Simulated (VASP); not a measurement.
Set up this calculation in VASP 6.6.1, as the native input.

```yaml
Task: single point
Functional: r2SCAN
Potentials_or_basis: VASP PAW PBE potentials, release 64 (Sc_sv, Al)
Cutoff: 520 eV
k_mesh: 12 × 12 × 12
Occupations: gaussian, width 0.1 eV
Spin: no spin polarisation
Dipole_correction: no
Further_INCAR_settings: ALGO = Normal; EDIFF = 1e-06; NBANDS = 14
```

The system is ScAl.

```
CELL_PARAMETERS angstrom
3.40245 0.00000 0.00000
0.00000 3.40245 0.00000
0.00000 0.00000 3.40245
ATOMIC_POSITIONS crystal
Sc 0.50000 0.50000 0.50000
Al 0.00000 0.00000 0.00000
```

This cell differs from its parent crystal: volume scaled by 1.03.

The input as run:

POSCAR

```
ScAl
1.0
    3.4024546835      0.0000000000      0.0000000000
    0.0000000000      3.4024546835      0.0000000000
    0.0000000000      0.0000000000      3.4024546835
Sc Al
1 1
Direct
    0.5000000000      0.5000000000      0.5000000000
    0.0000000000      0.0000000000      0.0000000000
```

INCAR.step1

```
  ALGO = Normal
  EDIFF = 1E-4
  ENCUT = 520
  GGA = PE
  ISMEAR = 0
  LASPH = True
  LCHARG = False
  LREAL = False
  LWAVE = True
  NBANDS = 14
  NELM = 80
  PREC = Accurate
  SIGMA = 0.1
```

INCAR.step2

```
  ALGO = Normal
  EDIFF = 1E-6
  ENCUT = 520
  ISIF = 2
  ISMEAR = 0
  ISTART = 1
  LASPH = True
  LCHARG = False
  LMIXTAU = True
  LREAL = False
  LWAVE = False
  METAGGA = R2SCAN
  NBANDS = 14
  NELM = 80
  PREC = Accurate
  SIGMA = 0.1
```

KPOINTS

```
k-points
0
Gamma
  12 12 12
```

Potentials or basis: VASP PAW PBE potentials, release 64 (Sc_sv, Al).

Run with:

```console
$ cat potpaw_PBE.64/Sc_sv/POTCAR potpaw_PBE.64/Al/POTCAR > POTCAR
$ cp INCAR.step1 INCAR
$ mpirun -np 1 vasp_std > vasp.out
$ cp INCAR.step2 INCAR
$ mpirun -np 1 vasp_std > vasp.out
```

It gave:

```
Pressure               : -2.1 GPa
Band gap on the k mesh : zero (band 7 reaches 6.33 eV, above the bottom of band 8 at 5.07 eV)
```

Caveat: the PAW data sets were made with another functional, which shifts forces and pressure a little.

It took 80 s on 1 thread of Intel(R) Xeon(R) Platinum 8488C (Sapphire Rapids) (shared host), peak memory 0.19 GiB.
